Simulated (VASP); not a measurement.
Input of a VASP 6.6.1 run:

Contents of INCAR:

```
PREC = Accurate
ENCUT = 500
EDIFF = 1E-7
ISMEAR = 0
SIGMA = 0.1
LREAL = F
LASPH = T
NELM = 120
ALGO = Normal
ISIF = 3
LWAVE = F
LCHARG = F
GGA = PE
IBRION = 2
NSW = 90
EDIFFG = -0.04
GGA_COMPAT = F
NELMIN = 4
```

File KPOINTS:

```
Automatic mesh
0
Gamma
  4 4 4
```

Contents of POSCAR:

```
Ir2Pt
1.0
    0.0000000000      3.5450991200      3.5450991200
    3.5450991200      0.0000000000      3.5450991200
    3.5450991200      3.5450991200      0.0000000000
Ir Pt
4 2
Direct
    0.6250000000      0.1250000000      0.1250000000
    0.1250000000      0.1250000000      0.1250000000
    0.1250000000      0.1250000000      0.6250000000
    0.1250000000      0.6250000000      0.1250000000
    0.5000000000      0.5000000000      0.5000000000
    0.7500000000      0.7500000000      0.7500000000
```

Potentials or basis: VASP PAW PBE potentials, release 64 (Ir, Pt).

Launch:

```bash
$ cat potpaw_PBE.64/Ir/POTCAR potpaw_PBE.64/Pt/POTCAR > POTCAR
$ mpirun -np 1 vasp_std > vasp.out
```

Estimate the space group after relaxing (to 0.05 Å).

Fd-3m (No. 227).

Estimate the band gap on the k mesh.

zero (band 28 reaches 9.48 eV, above the bottom of band 29 at 8.67 eV).

Final structure:
```xyz
6
Lattice="0.0000 3.6408 3.6408 3.6408 0.0000 3.6408 3.6408 3.6408 0.0000" Properties=species:S:1:pos:R:3 pbc="T T T"
Ir    0.9102    2.7306    2.7306
Ir    0.9102    0.9102    0.9102
Ir    2.7306    2.7306    0.9102
Ir    2.7306    0.9102    2.7306
Pt    3.6408    3.6408    3.6408
Pt    5.4612    5.4612    5.4612
```

Caveat: the k points lie up to 0.37 Å⁻¹ apart in the final cell; spin-orbit coupling is left out, which moves the levels of the heavy elements.
